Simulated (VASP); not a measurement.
**SrScS2: single point with PBE**

SrScS2:

```
Sr Sc S
1.0
     3.96720    0.00000    0.00000
     0.00000    4.99914    0.00000
     0.00000    0.00000    9.50157
Sr Sc S
2 2 4
Direct
  0.25000 0.75000 0.34146
  0.75000 0.25000 0.65854
  0.75000 0.25000 0.07795
  0.25000 0.75000 0.92205
  0.75000 0.75000 0.09343
  0.25000 0.25000 0.90657
  0.75000 0.25000 0.35047
  0.25000 0.75000 0.64953
```

| Item | Value |
| --- | --- |
| Program | VASP 6.6.1 |
| Task | single point |
| Functional | PBE |
| Potentials or basis | VASP PAW PBE potentials, release 64 (Sr_sv, Sc_sv, S) |
| Cutoff | 520 eV |
| k mesh | 4 × 4 × 2 |
| Occupations | fermi-dirac, width 0.1 eV |
| Spin | no spin polarisation |

```json
{
 "Pressure": "0.2 GPa",
 "Largest force": "0.010 eV/Å",
 "Band gap on the k mesh": "zero (band 33 reaches 5.64 eV, above the bottom of band 34 at 4.46 eV)"
}
```

Forces on the atoms (eV/Å):
```
Sr   0.000  0.000 -0.002
Sr   0.000  0.000  0.002
Sc   0.000  0.000  0.002
Sc   0.000  0.000 -0.002
S    0.000  0.000  0.010
S    0.000  0.000 -0.010
S    0.000  0.000  0.001
S    0.000  0.000 -0.001
```

Levels at points of the mesh, in eV from the Fermi level:
| k point | band 31 | band 32 | band 33 | band 34 | band 35 | band 36 |
| --- | --- | --- | --- | --- | --- | --- |
| (0.00, 0.00, 0.00) | -2.28 | -1.95 | -0.37 | -0.08 | 0.27 | 0.50 |
| (0.50, 0.00, 0.00) | -3.04 | -3.04 | -0.52 | -0.52 | 0.83 | 0.83 |
| (0.00, 0.50, 0.00) | -2.50 | -2.50 | 0.49 | 0.49 | 1.72 | 1.72 |
| (0.50, 0.50, 0.00) | -2.71 | -2.71 | 0.06 | 0.06 | 1.70 | 1.70 |
| (0.00, 0.00, 0.50) | -2.21 | -2.10 | -0.23 | -0.08 | 0.70 | 0.71 |
| (0.50, 0.00, 0.50) | -2.92 | -2.92 | -0.60 | -0.60 | 0.78 | 0.78 |
| (0.00, 0.50, 0.50) | -2.52 | -2.52 | 0.58 | 0.58 | 1.70 | 1.70 |
| (0.50, 0.50, 0.50) | -2.80 | -2.80 | 0.23 | 0.23 | 1.69 | 1.69 |

Wall time 3.6 min on 1 thread of Oxide Virtual Turin-like Processor (shared host), peak memory 0.32 GiB.

Caveat: the k points lie up to 0.40 Å⁻¹ apart.
